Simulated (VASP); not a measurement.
# Ge (Fd-3m) in VASP: single point with PBE

Aim: the single point of Ge with PBE.

Program: VASP 6.6.1. These are calculated values, not measurements. Logs are shortened: lines on timing, memory, paths and dates and some standing lists are left out, and cuts for length are marked.

### 1 The cell of the first run

The structure is cubic, space group Fd-3m (No. 227). Conventional cell: a = 5.760 Å, b = 5.760 Å, c = 5.760 Å, α = 90.00°, β = 90.00°, γ = 90.00°. Within 3.3 Å of Ge (site symmetry -43m) lie 4 Ge at 2.49 Å.

### 2 Single point, PBE

Input file INCAR:

```
  ALGO = Normal
  EDIFF = 1E-6
  ENCUT = 520
  GGA = PE
  ISIF = 2
  ISMEAR = 0
  LASPH = True
  LCHARG = False
  LREAL = False
  LWAVE = False
  NBANDS = 21
  NELM = 60
  PREC = Accurate
  SIGMA = 0.01
```

Input file KPOINTS:

```
k-points
0
Gamma
  10 10 10
```

Input file POSCAR:

```
Ge
1.0
    0.0000000000      2.8801169076      2.8801169076
    2.8801169076      0.0000000000      2.8801169076
    2.8801169076      2.8801169076      0.0000000000
Ge
2
Direct
    0.0000000000      0.0000000000      0.0000000000
    0.2500000000      0.2500000000      0.2500000000
```

Potentials or basis: VASP PAW PBE potentials, release 64 (Ge_d).

Started as:

```sh
$ cat potpaw_PBE.64/Ge_d/POTCAR > POTCAR
$ mpirun -np 1 vasp_std > vasp.out
```

OUTCAR:

```text
EDIFF = 1E-6
   ENCUT = 520
   GGA = PE
   ISIF = 2
   ISMEAR = 0
   LASPH = True
   LREAL = False
   NELM = 60
   PREC = Accurate

 ion  position               nearest neighbor table
   1  0.000  0.000  0.000-   2 2.49   2 2.49   2 2.49   2 2.49
   2  0.250  0.250  0.250-   1 2.49   1 2.49   1 2.49   1 2.49

  LATTYP: Found a face centered cubic cell.
 ALAT       =     5.7602338152

  Lattice vectors:

 A1 = (   0.0000000000,   2.8801169076,   2.8801169076)
 A2 = (   2.8801169076,   0.0000000000,   2.8801169076)
 A3 = (   2.8801169076,   2.8801169076,   0.0000000000)

Analysis of symmetry for initial positions (statically):
=====================================================================
 Subroutine PRICEL returns:
 Original cell was already a primitive cell.

 Routine SETGRP: Setting up the symmetry group for a
 face centered cubic supercell.

 Subroutine GETGRP returns: Found 48 space group operations
 (whereof 24 operations were pure point group operations)
 out of a pool of 48 trial point group operations.

The static configuration has the point symmetry T_d .
 The point group associated with its full space group is O_h .

Analysis of symmetry for dynamics (positions and initial velocities):
=====================================================================
 Subroutine PRICEL returns:
 Original cell was already a primitive cell.

 Routine SETGRP: Setting up the symmetry group for a
 face centered cubic supercell.

 Subroutine GETGRP returns: Found 48 space group operations
 (whereof 24 operations were pure point group operations)
 out of a pool of 48 trial point group operations.

The dynamic configuration has the point symmetry T_d .
 The point group associated with its full space group is O_h .

 Subroutine INISYM returns: Found 48 space group operations
 (whereof 24 operations are pure point group operations),
 and found     1 'primitive' translations

----------------------------------------------------------------------------------------

                                     Primitive cell

  volume of cell :      47.7816

  direct lattice vectors                    reciprocal lattice vectors
     0.000000000  2.880116908  2.880116908    -0.173604064  0.173604064  0.173604064
     2.880116908  0.000000000  2.880116908     0.173604064 -0.173604064  0.173604064
     2.880116908  2.880116908  0.000000000     0.173604064  0.173604064 -0.173604064

  length of vectors
     4.073100392  4.073100392  4.073100392     0.300691059  0.300691059  0.300691059

  position of ions in fractional coordinates (direct lattice)
     0.000000000  0.000000000  0.000000000
     0.250000000  0.250000000  0.250000000

  ion indices of the primitive-cell ions
   primitive index   ion index
                 1           1
                 2           2

----------------------------------------------------------------------------------------

 KPOINTS: k-points

Automatic generation of k-mesh.
 Grid dimensions read from file:
 generate k-points for:   10   10   10

 Generating k-lattice:

  Cartesian coordinates                     Fractional coordinates (reciprocal lattice)
    -0.017360406  0.017360406  0.017360406     0.100000000  0.000000000  0.000000000
     0.017360406 -0.017360406  0.017360406     0.000000000  0.100000000  0.000000000
     0.017360406  0.017360406 -0.017360406     0.000000000  0.000000000  0.100000000

  Length of vectors
     0.030069106  0.030069106  0.030069106

  Shift w.r.t. Gamma in fractional coordinates (k-lattice)
     0.000000000  0.000000000  0.000000000

 Subroutine IBZKPT returns following result:
 ===========================================

 Found     47 irreducible k-points:

 Following reciprocal coordinates:
            Coordinates               Weight
  0.000000  0.000000  0.000000      1.000000
  0.100000  0.000000  0.000000      8.000000
  0.200000  0.000000  0.000000      8.000000
  0.300000  0.000000  0.000000      8.000000
  0.400000  0.000000  0.000000      8.000000
  0.500000  0.000000  0.000000      4.000000
[... 16 lines left out ...]
  0.300000  0.300000  0.000000      6.000000
  0.400000  0.300000  0.000000     24.000000
 [... further k-points ...]
   k-points           NKPTS =     47   k-points in BZ     NKDIM =     47   number of bands    NBANDS=     21
   number of dos      NEDOS =    301   number of ions     NIONS =      2
   total plane-waves  NPLWV =  27000
   dimension x,y,z NGX =    30 NGY =   30 NGZ =   30
   dimension x,y,z NGXF=    60 NGYF=   60 NGZF=   60
   ions per type =               2
   NGX,Y,Z   is equivalent  to a cutoff of  12.24, 12.24, 12.24 a.u.
   NGXF,Y,Z  is equivalent  to a cutoff of  24.49, 24.49, 24.49 a.u.
 SYSTEM =  unknown system
   PREC   = accura    normal or accurate (medium, high low for compatibility)
   ISTART =      0    job   : 0-new  1-cont  2-samecut
   ICHARG =      2    charge: 1-file 2-atom 10-const
   ISPIN  =      1    spin polarized calculation?
   LNONCOLLINEAR =      F non collinear calculations
   LSORBIT =      F    spin-orbit coupling
   LASPH  =      T    aspherical Exc in radial PAW
   ENCUT  =  520.0 eV  38.22 Ry    6.18 a.u.   7.57  7.57  7.57*2*pi/ulx,y,z
   NELM   =     60;   NELMIN=  2; NELMDL= -5     # of ELM steps
   EDIFF  = 0.1E-05   stopping-criterion for ELM
   LREAL  =      F    real-space projection
   EDIFFG = 0.1E-04   stopping-criterion for IOM
   NSW    =      0    number of steps for IOM
   IBRION =     -1    ionic relax: 0-MD 1-quasi-New 2-CG
   NFREE  =      0    steps in history (QN), initial steepest desc. (CG)
   ISIF   =      2    stress and relaxation
   ISYM   =      2    0-nonsym 1-usesym 2-fastsym
   POTIM  = 0.5000    time-step for ionic-motion
   TEBEG  =    0.0;   TEEND  =   0.0 temperature during run
   PSTRESS=    0.0 pullay stress
   NELECT =      28.0000    total number of electrons
   NUPDOWN=      -1.0000    fix difference up-down
   EMIN   =  10.00;   EMAX   =-10.00  energy-range for DOS
   EFERMI =   0.00;   METHOD = LEGACY
   ISMEAR =     0;   SIGMA  =   0.01  broadening in eV -4-tet -1-fermi 0-gaus
   EFERMI_NEDOS =   21; number of points for ismear=-14 and -15
   IALGO  =     38    algorithm
   IMIX   =      4    mixing-type and parameters
     AMIX     =   0.40;   BMIX     =  1.00
     AMIX_MAG =   1.60;   BMIX_MAG =  1.00
  volume/ion in A,a.u.               =      23.89       161.22
  Fermi-wavevector in a.u.,A,eV,Ry     =   1.369958  2.588846 25.535226  1.876786
  Thomas-Fermi vector in A             =   2.495787
   LORBIT       =      0    0 simple, 1 ext, 2 COOP (PROOUT), +10 PAW based schemes
   GGA     = PE    functional components
   LHFCALC =     F    Hartree Fock is set to
   AEXX    =    0.0000 exact exchange contribution
   IVDW    =     0    specifies the selected vdW correction
   LEPSILON=     F    determine dielectric tensor
   LRPA    =     F    only Hartree local field effects (RPA)
 non-spin polarized calculation
 Gauss-broadening in eV      SIGMA  =   0.01
  energy-cutoff  :      520.00
  volume of cell :       47.78
 maximum number of plane-waves:      1307
   NGX = 15   NGY = 15   NGZ = 15

 number of electron      27.9999979 magnetization

 Free energy of the ion-electron system (eV)
  ---------------------------------------------------
  ext. energy  EPLUGINS =         0.00000000
  ---------------------------------------------------
  free energy    TOTEN  =        -9.03361688 eV

  energy without entropy =       -9.03360132  energy(sigma->0) =       -9.03360910

 E-fermi :   4.4860     XC(G=0):  -9.6713

 val. band max:        4.4829348955   @ k =   0.0000   0.0000   0.0000
 cond. band min:       4.5089137434   @ k =   0.5000   0.0000   0.0000
 fundamental gap:      0.0259788479
 Fermi energy:         4.4859621654

 k-point     1 :       0.0000    0.0000    0.0000
  band No.  band energies     occupation
      1     -20.2635      2.00000
      2     -20.2635      2.00000
      3     -20.2635      2.00000
      4     -20.2313      2.00000
      5     -20.2313      2.00000
      6     -20.0481      2.00000
[... 13 lines left out ...]
     20      13.8223      0.00000
     21      13.8223      0.00000

 k-point     2 :       0.1000    0.0000    0.0000
  band No.  band energies     occupation
      1     -20.2684      2.00000
      2     -20.2684      2.00000
      3     -20.2621      2.00000
      4     -20.2246      2.00000
      5     -20.2246      2.00000
      6     -20.0567      2.00000
[... 13 lines left out ...]
     20      13.1603      0.00000
     21      13.1603      0.00000

 k-point     3 :       0.2000    0.0000    0.0000
  band No.  band energies     occupation
      1     -20.2762      2.00000
      2     -20.2762      2.00000
      3     -20.2582      2.00000
      4     -20.2124      2.00000
      5     -20.2124      2.00000
      6     -20.0674      2.00000
[... 13 lines left out ...]
     20      12.6766      0.00000
     21      12.6766      0.00000

 k-point     4 :       0.3000    0.0000    0.0000
  band No.  band energies     occupation
      1     -20.2816      2.00000
      2     -20.2816      2.00000
      3     -20.2534      2.00000
      4     -20.2023      2.00000
      5     -20.2023      2.00000
      6     -20.0753      2.00000
[... 13 lines left out ...]
     20      13.0154      0.00000
     21      13.0154      0.00000

 k-point     5 :       0.4000    0.0000    0.0000
  band No.  band energies     occupation
      1     -20.2842      2.00000
      2     -20.2842      2.00000
      3     -20.2493      2.00000
      4     -20.1966      2.00000
      5     -20.1966      2.00000
      6     -20.0791      2.00000
[... 13 lines left out ...]
     20      14.1721      0.00000
     21      14.1721      0.00000
[... 382 lines left out ...]
     20      13.5840      0.00000
     21      15.5640      0.00000

 k-point    22 :      -0.2000    0.2000    0.0000
  band No.  band energies     occupation
      1     -20.2890      2.00000
      2     -20.2889      2.00000
      3     -20.2397      2.00000
      4     -20.2033      2.00000
      5     -20.1836      2.00000
      6     -20.0963      2.00000
[... 13 lines left out ...]
     20      14.0889      0.00000
     21      14.5631      0.00000

 k-point    23 :       0.3000    0.3000    0.0000
  band No.  band energies     occupation
      1     -20.2841      2.00000
      2     -20.2841      2.00000
      3     -20.2629      2.00000
      4     -20.1903      2.00000
      5     -20.1542      2.00000
      6     -20.1433      2.00000
[... 13 lines left out ...]
     20      15.3103      0.00000
     21      15.3656      0.00000

 k-point    24 :       0.4000    0.3000    0.0000
  band No.  band energies     occupation
      1     -20.2929      2.00000
      2     -20.2882      2.00000
      3     -20.2486      2.00000
      4     -20.1772      2.00000
      5     -20.1586      2.00000
      6     -20.1394      2.00000
[... 13 lines left out ...]
     20      15.7817      0.00000
     21      16.0022      0.00000

 [... further k-points ...]

------------------------ aborting loop because EDIFF is reached ----------------------------------------

  FORCE on cell =-STRESS in cart. coord.  units (eV):
  Direction    XX          YY          ZZ          XY          YZ          ZX
  --------------------------------------------------------------------------------------
  -------------------------------------------------------------------------------------
  Total       -0.0161134     -0.0161134     -0.0161134     -0.0000000      0.0000000     -0.0000000
  in kB       -0.5403018     -0.5403018     -0.5403018     -0.0000000      0.0000000     -0.0000000
  external PRESSURE =      -0.5403018 kB  Pullay stress =       0.0000000 kB

 VOLUME and BASIS-vectors are now :
 -----------------------------------------------------------------------------
  energy-cutoff  :      520.00
  volume of cell :       47.78
      direct lattice vectors                 reciprocal lattice vectors
     0.000000000  2.880116908  2.880116908    -0.173604064  0.173604064  0.173604064
     2.880116908  0.000000000  2.880116908     0.173604064 -0.173604064  0.173604064
     2.880116908  2.880116908  0.000000000     0.173604064  0.173604064 -0.173604064

 POSITION                                       TOTAL-FORCE (eV/Angst)
 -----------------------------------------------------------------------------------
      0.00000      0.00000      0.00000         0.000000     -0.000000     -0.000000
      1.44006      1.44006      1.44006         0.000000      0.000000      0.000000
 -----------------------------------------------------------------------------------
    total drift:                                0.000000      0.000000      0.000000

  FREE ENERGIE OF THE ION-ELECTRON SYSTEM (eV)
  ---------------------------------------------------
  free  energy   TOTEN  =        -9.0336168757 eV

  energy  without entropy=       -9.0336013189  energy(sigma->0) =       -9.03360910
```

Run time: 26 s. Hardware: 1 thread of Intel Xeon Platinum 8375C at 2.90GHz (Ice Lake), shared host; peak memory 0.18 GiB.

Results:

```yaml
Free_energy: -9.0336 eV
Pressure: -0.1 GPa
Band_gap_on_the_k_mesh: zero (filled and empty bands touch)
```
